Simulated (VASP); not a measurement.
Runs of VASP 6.6.1 on Si2Ge. The structure is that of space group P-4n2 (No. 118), or close to it. The cells are those of the table. 

```tsv
task	cell	k mesh	cutoff (eV)	gap on the mesh (eV)	pressure (GPa)	relaxed volume (Å³/atom)	largest force (eV/Å)
single point	a = 6.086, b = 6.086, c = 2.985 Å, 6 atoms	4 × 4 × 4	520	none	0.0	-	0.01
relaxation of cell and atoms	relaxed from a = 4.911, b = 4.911, c = 4.897 Å, 6 atoms	4 × 4 × 4	600	none	0.0	(a)	0.01
single point	a = 4.911, b = 4.911, c = 4.897 Å, 6 atoms	4 × 4 × 4	520	none	20.7	-	0.89
single point	a = 6.373, b = 6.373, c = 2.674 Å, 6 atoms	4 × 4 × 6	520	none	(b)	-	0.03
relaxation of cell and atoms	relaxed from a = 6.086, b = 6.086, c = 2.985 Å, 6 atoms	4 × 4 × 6	600	none	0.1	18.13	0.01
```

Alike in all rows: level PBE; potentials or basis VASP PAW PBE potentials, release 64 (Si, Ge_d); no spin polarisation; smearing gaussian 0.1 eV.

Task: Estimate the missing entries.

Result: (a) 18.41; (b) 0.2.

Caveats: some runs use coarse meshes.

A k mesh can miss the band edges, and the runs leave out spin-orbit coupling on Ge.

A gap of «none» marks levels without a gap at the run's occupations.
